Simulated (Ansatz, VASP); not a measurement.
## Si5C in VASP and in Ansatz

```
CELL_PARAMETERS angstrom
3.28303 0.00000 0.00000
0.00000 3.56624 0.00000
0.00000 0.00000 7.36727
ATOMIC_POSITIONS crystal
Si 0.50000 0.50000 0.33653
Si 0.00000 0.00000 0.25152
Si 0.50000 0.50000 0.66347
Si 0.00000 0.00000 0.74848
Si 0.50000 0.50000 0.00000
C 0.00000 0.00000 0.00000
```

Change from the starting cell: species swapped into the BaBi5 type (P2/m, No. 10).

Alike in both runs: task relaxation of cell and atoms; functional PBE; k mesh 12 × 10 × 6; occupations gaussian, width 0.1 eV; no spin polarisation.

```csv
,VASP,Ansatz
version,VASP 6.6.1,Ansatz 0.2.0
potentials or method,"VASP PAW PBE potentials, release 64 (Si, C), cutoff 600 eV","scalar-relativistic, plane waves, PAW"
valence electrons in the cell,24,24
```

```csv
,VASP,Ansatz,Ansatz less VASP
"gap on the k mesh at the Fermi level, each at its own relaxed structure (eV)",none,none,-
relaxed volume (Å³/atom),14.42,14.44,+0.014
relaxed length of the cell vector where the two differ most in proportion (Å),3.358,3.360,+0.0027
```

A gap of «none» marks a metal or a gap that the smearing closes.
